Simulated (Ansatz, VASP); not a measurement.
One calculation of Rh, two programs

```xyz
4
Lattice="2.5775 0.0000 0.0000 -1.2888 2.5719 0.0000 0.0000 0.0000 8.0878" Properties=species:S:1:pos:R:3 pbc="T T T"
Rh    0.0000    0.0000    0.0000
Rh    0.0000    1.7146    2.0219
Rh    0.0000    0.0000    4.0439
Rh    1.2888    0.8573    6.0658
```

Change from the starting cell: strain +e along x and -e along y -0.0733, strain +e along z and -e/2 along x and y -0.0733.

Alike in both runs: task single point; functional PBEsol; k mesh 18 × 18 × 6; occupations gaussian, width 0.15 eV; no spin polarisation.

|  | VASP | Ansatz |
| --- | --- | --- |
| version | VASP 6.6.1 | Ansatz 0.2.0 |
| potentials or method | VASP PAW PBE potentials, release 64 (Rh_pv), cutoff 520 eV | scalar-relativistic, plane waves, PAW |
| valence electrons in the cell | 60 | 68 |

|  | VASP | Ansatz | Ansatz less VASP |
| --- | --- | --- | --- |
| gap on the k mesh at the Fermi level (eV) | none | none | - |
| pressure (GPa) | 11.2 | 11.3 | +0.11 |
| traceless stress, the component that is largest in VASP (GPa) | -27.05 | -27.06 | -0.010 |
| rms of the force components (eV/Å) | 0.213 | 0.213 | -0.0003 |

VASP's potentials were made for PBE, not for PBEsol, and Ansatz warns of the same on its side. Atom by atom the forces differ by 0.000 eV/Å (rms over components). A gap of «none» marks a metal or a gap that the smearing closes. The functional is the same, so the differences come from potentials, cutoffs and numerics. VASP's potentials hold 60 valence electrons a cell and Ansatz's 68, so a difference there can come from the potentials and not from the codes.
